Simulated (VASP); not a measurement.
The system is Ga.

```xyz
2
Lattice="0.0000 2.6950 2.6950 2.6950 0.0000 2.6950 2.6950 2.6950 0.0000" Properties=species:S:1:pos:R:3 pbc="T T T"
Ga    5.3900    5.3900    5.3900
Ga    1.3475    1.3475    1.3475
```

This isn't the form of Ga at room conditions, which is orthorhombic.

- Program: VASP 6.6.1
- Task: relaxation of cell and atoms
- Functional: PBE
- Dispersion: D3(BJ)
- Potentials or basis: VASP PAW PBE potentials, release 64 (Ga_d)
- Cutoff: 500 eV
- k mesh: 6 × 6 × 6
- Occupations: fermi-dirac, width 0.1 eV
- Spin: no spin polarisation

At the start: pressure 15.3 GPa; volume 19.57 Å³/atom.

Q: Where does the relaxation end?

A: Over 3 steps the energy falls by 182.2 meV/atom and the volume is 24.28 Å³/atom (+24.1 %); space group Fd-3m (No. 227, to 0.1 Å) before and after.

The path:
| step | energy change (eV) | largest force (eV/Å) | pressure (GPa) | volume (Å³) |
| --- | --- | --- | --- | --- |
| 1 | 0.0000 | 0.0000 | 15.25 | 39.15 |
| 2 | -0.3549 | 0.0000 | -1.35 | 50.68 |
| 3 | -0.3643 | 0.0000 | 0.06 | 48.57 |

Final structure:
```
Ga
1.0
     0.00000    2.89580    2.89580
     2.89580    0.00000    2.89580
     2.89580    2.89580    0.00000
Ga
2
Cartesian
  0.0000 0.0000 0.0000
  1.4479 1.4479 1.4479
```

Caveat: the volume moved by over 15 % at a fixed basis, so the end points are rough.
